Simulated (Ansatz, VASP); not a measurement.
## One calculation of SiC, two programs

```
Si C
1.0
     3.09194    0.00000    0.00000
    -1.54597    2.67770    0.00000
     0.00000    0.00000   17.76002
Si C
7 7
Cartesian
  0.0000 0.0000 0.0000
  0.0000 1.7851 2.5371
  1.5460 0.8926 5.0743
  0.0000 1.7851 7.6114
  1.5460 0.8926 10.1486
  0.0000 0.0000 12.6857
  0.0000 1.7851 15.2229
  0.0000 0.0000 1.9029
  0.0000 1.7851 4.4400
  1.5460 0.8926 6.9771
  0.0000 1.7851 9.5143
  1.5460 0.8926 12.0514
  0.0000 0.0000 14.5886
  0.0000 1.7851 17.1257
```

Alike in both runs: task relaxation of cell and atoms; functional PBE; k mesh 12 × 12 × 2; occupations gaussian, width 0.02 eV; no spin polarisation.

|  | VASP | Ansatz |
| --- | --- | --- |
| version | VASP 6.6.1 | Ansatz 0.2.0 |
| potentials or method | VASP PAW PBE potentials, release 64 (Si, C), cutoff 600 eV | scalar-relativistic, plane waves, PAW |
| valence electrons in the cell | 56 | 56 |

Ansatz gave:

| Quantity | Value |
| --- | --- |
| gap on the k mesh at the Fermi level, each at its own relaxed structure (eV) | 1.98 |
| relaxed volume (Å³/atom) | 10.50 |
| relaxed cell length with the largest relative difference (Å) | 17.733 |

Question: What did VASP give for the same quantities?

Answer: gap on the k mesh at the Fermi level, each at its own relaxed structure (eV): 1.99; relaxed volume (Å³/atom): 10.49; relaxed cell length with the largest relative difference (Å): 17.728.
